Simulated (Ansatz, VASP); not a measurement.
**HfZr2S6: VASP beside Ansatz**

```
CELL_PARAMETERS angstrom
6.20107 0.00000 0.00000
-3.10053 5.37028 0.00000
0.00000 0.00000 5.85910
ATOMIC_POSITIONS crystal
Zr 0.66667 0.33333 0.00000
Zr 0.33333 0.66667 0.00000
Hf 0.00000 0.00000 0.00000
S 0.33333 0.33333 0.76209
S 0.00000 0.66667 0.76209
S 0.66667 0.00000 0.76209
S 0.00000 0.33333 0.23791
S 0.66667 0.66667 0.23791
S 0.33333 0.00000 0.23791
```

Alike in both runs: task relaxation of cell and atoms; functional PBE; k mesh 3 × 3 × 4; occupations gaussian, width 0.1 eV; no spin polarisation.

|  | VASP | Ansatz |
| --- | --- | --- |
| version | VASP 6.6.1 | Ansatz 0.2.0 |
| potentials or method | VASP PAW PBE potentials, release 64 (Zr_sv, Hf_pv, S), cutoff 600 eV | scalar-relativistic, plane waves, PAW |
| valence electrons in the cell | 70 | 86 |

Ansatz gave:

| Quantity | Value |
| --- | --- |
| gap on the k mesh at the Fermi level, each at its own relaxed structure (eV) | 1.24 |
| relaxed volume (Å³/atom) | 25.54 |
| relaxed cell length with the largest relative difference (Å) | 6.548 |

Task: Estimate VASP's values.

Result: gap on the k mesh at the Fermi level, each at its own relaxed structure (eV): 1.23; relaxed volume (Å³/atom): 25.22; relaxed cell length with the largest relative difference (Å): 6.488.

VASP's potentials hold 70 valence electrons a cell and Ansatz's 86, so a difference there can come from the potentials and not from the codes.

Spin-orbit coupling is off throughout. Noted on VASP's run: the volume moved by over 15 % at a fixed basis, so the end points are rough.
